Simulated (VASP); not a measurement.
Set up this calculation in VASP 6.6.1, as the native input.

```
Task                   : single point
Functional             : PBEsol
Dispersion             : D4
Potentials or basis    : VASP PAW PBE potentials, release 64 (Sb)
Cutoff                 : 520 eV
k mesh                 : 8 × 8 × 8
Occupations            : fermi-dirac, width 0.05 eV
Spin                   : no spin polarisation
Dipole correction      : no
Further INCAR settings : ALGO = Normal; EDIFF = 1e-06; NBANDS = 12
```

The structure of Sb lies in POSCAR:

```
Sb
1.0
    2.1456753694      1.2388062521      3.6237153599
   -2.1456753694      1.2388062521      3.6237153599
    0.0000000000     -2.4776125043      3.6237153599
Sb
2
Direct
    0.7630849306      0.7630849306      0.7630849306
    0.2369150694      0.2369150694      0.2369150694
```

The input as run:

INCAR

```
ALGO     = Normal         # electronic algorithm
EDIFF    = 1E-6           # SCF threshold, eV
ENCUT    = 520            # plane-wave cutoff, eV
GGA      = PS             # functional
ISIF     = 2              # what is computed and relaxed
ISMEAR   = -1             # smearing method
IVDW     = 13             # dispersion correction
LASPH    = T              # aspherical terms in the spheres
LCHARG   = F              # write CHGCAR
LREAL    = F              # projectors in reciprocal space
LWAVE    = F              # write WAVECAR
NBANDS   = 12             # bands
NELM     = 60             # most SCF steps
PREC     = Accurate       # precision mode
SIGMA    = 0.05           # smearing width, eV
```

KPOINTS

```
k-points
0
Gamma
  8 8 8
```

Potentials or basis: VASP PAW PBE potentials, release 64 (Sb).

Launch:

```console
$ cat potpaw_PBE.64/Sb/POTCAR > POTCAR
$ mpirun -np 1 vasp_std > vasp.out
```

It gave:

```
Pressure                   : 0.2 GPa
Largest force              : 0.047 eV/Å
Band gap on the k mesh     : zero (band 5 reaches 7.69 eV, above the bottom of band 6 at 7.49 eV)
Dispersion energy per atom : -0.305 eV
```

Caveat: the PAW data sets were made with another functional, which shifts forces and pressure a little; spin-orbit coupling is left out, which moves the levels of the heavy elements; pairwise dispersion overbinds metals, which lowers pressure and volume.

Run time: 36 s on 1 thread of AMD EPYC 7R13 Processor (Zen 3), with other jobs on the host, peak memory 0.19 GiB.
